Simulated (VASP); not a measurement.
Runs of VASP 6.6.1 on SiGe2N2. The structure is that of space group I4/mmm (No. 139), or close to it. The cells are those of the table. 

```csv
task,cell,k mesh,cutoff (eV),gap on the mesh (eV),pressure (GPa),largest force (eV/Å)
single point,"a = 4.756 Å, angles 118.2, 118.2, 93.1°, 5 atoms",12 × 12 × 12,520,none,0.1,0.03
single point,"a = 5.270 Å, angles 133.5, 133.5, 67.9°, 5 atoms",6 × 6 × 6,520,none,(a),0.01
single point,"a = 5.422 Å, angles 140.8, 140.8, 56.6°, 5 atoms",8 × 8 × 8,520,none,(b),1.40
relaxation of cell and atoms,"relaxed from a = 5.422 Å, angles 140.8, 140.8, 56.6°, 5 atoms",6 × 6 × 6,600,none,0.2,0.01
```

Alike in all rows: level PBE; potentials or basis VASP PAW PBE potentials, release 64 (Si, Ge_d, N); no spin polarisation; smearing gaussian 0.1 eV.

Problem. Estimate the missing entries.

Solution. (a) 0.0; (b) 16.6.

Caveats: some runs use coarse meshes; forces of over 1 eV/Å act on the atoms, so gaps and moduli don't describe the material at rest (some runs).

A k mesh can miss the band edges, and the runs leave out spin-orbit coupling on Ge.

A gap of «none» marks levels without a gap at the run's occupations.
